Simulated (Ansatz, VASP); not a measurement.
Given: the input of a run of VASP 6.6.1 on PbSe.

INCAR

```
PREC = Accurate
ENCUT = 520
EDIFF = 1E-6
ISMEAR = -5
SIGMA = 0.05
LREAL = False
LASPH = True
NELM = 150
ALGO = Normal
ISIF = 2
LWAVE = False
LCHARG = False
LNONCOLLINEAR = True
MAGMOM = 0 0 0 0 0 0
LORBIT = 11
LSORBIT = True
GGA_COMPAT = False
LORBMOM = True
GGA = PE
NBANDS = 32
```

File KPOINTS:

```
Automatic mesh
0
Gamma
  6 6 6
```

POSCAR

```
PbSe
1.0
    0.0000000000      3.0606500000      3.0606500000
    3.0606500000      0.0000000000      3.0606500000
    3.0606500000      3.0606500000      0.0000000000
Pb Se
1 1
Direct
    0.0000000000      0.0000000000      0.0000000000
    0.5000000000      0.5000000000      0.5000000000
```

Potentials or basis: VASP PAW PBE potentials, release 64 (Pb_d, Se).

Launch:

```bash
$ cat potpaw_PBE.64/Pb_d/POTCAR potpaw_PBE.64/Se/POTCAR > POTCAR
$ mpirun -np 1 vasp_ncl > vasp.out
```

Q: Set up the same calculation for Ansatz 0.2.0. Potentials there: all-electron LAPW, relativistic spinors.

A: As run (the cutoff follows the program's own potentials):

The input input.yaml:

```yaml
crystal:
  lattice:
    - [0.0, 3.06065, 3.06065]
    - [3.06065, 0.0, 3.06065]
    - [3.06065, 3.06065, 0.0]
  atoms:
    - { symbol: Pb, position: [0.0, 0.0, 0.0] }
    - { symbol: Se, position: [0.5, 0.5, 0.5] }
kpoints:
  mp_grid: { grid: [6, 6, 6] }
scf:
  occupations: { method: tetrahedron }
hamiltonian:
  xc: pbe
  pseudopotentials: { kind: all_electron, lapw: { basis_error: 0.001 } }
magnetization:
  noncollinear: true
  spin_orbit: true
output:
  forces: true
  stress: true
  eigenvalues: true
```

Potentials or basis: all-electron LAPW, relativistic spinors.

Launch:

```sh
$ ansatz run input.yaml --threads 1 --pin off --max-ram 3072MiB --backend cpu --events-out ev --progress --plain --runs-dir out
```

Both were run:

|  | VASP | Ansatz | Ansatz less VASP |
| --- | --- | --- | --- |
| pressure (GPa) | 1.8 | 1.8 | -0.08 |

Ansatz ran all-electron here, and VASP with PAW potentials.
